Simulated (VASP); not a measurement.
Crystal: NiB3Au.

```xyz
5
Lattice="3.5592 0.0000 0.0000 0.0000 3.5592 0.0000 0.0000 0.0000 3.5592" Properties=species:S:1:pos:R:3 pbc="T T T"
Ni    0.0000    0.0000    0.0000
B     0.0000    1.7796    1.7796
B     1.7796    0.0000    1.7796
B     1.7796    1.7796    0.0000
Au    1.7796    1.7796    1.7796
```

| Item | Value |
| --- | --- |
| Program | VASP 6.6.1 |
| Task | relaxation of cell and atoms |
| Functional | r2SCAN |
| Potentials or basis | VASP PAW PBE potentials, release 64 (Ni, B, Au) |
| Cutoff | 660 eV |
| k mesh | 6 × 6 × 6 |
| Occupations | gaussian, width 0.1 eV |
| Spin | no spin polarisation |

At the start: pressure 144.5 GPa; volume 9.02 Å³/atom.

**Question.** How do energy, volume and symmetry change on relaxing?

**Answer.** Over 5 steps the energy falls by 1516.8 meV/atom and the volume is 13.86 Å³/atom (+53.7 %); space group Pm-3m (No. 221, to 0.1 Å) before and after.

The path:
```
step  energy change (eV)  largest force (eV/Å)  pressure (GPa)  volume (Å³)
   1              0.0000                0.0000          144.51        45.09
   2             -2.5353                0.0000          -16.75       121.72
   3             -7.4892                0.0000           -4.97        72.36
   4             -7.5739                0.0000           -2.40        70.72
   5             -7.5839                0.0000            0.18        69.31
```

Final structure:
```yaml
crystal:
  lattice:
    - [4.10764, 0.00000, 0.00000]
    - [0.00000, 4.10764, 0.00000]
    - [0.00000, 0.00000, 4.10764]
  atoms:
    - { symbol: Ni, position: [0.00000, 0.00000, 0.00000] }
    - { symbol: B, position: [0.00000, 0.50000, 0.50000] }
    - { symbol: B, position: [0.50000, 0.00000, 0.50000] }
    - { symbol: B, position: [0.50000, 0.50000, 0.00000] }
    - { symbol: Au, position: [0.50000, 0.50000, 0.50000] }
```

Caveat: the volume moved by over 15 % at a fixed basis, so the end points are rough; the PAW data sets were made with another functional, which shifts forces and pressure a little.
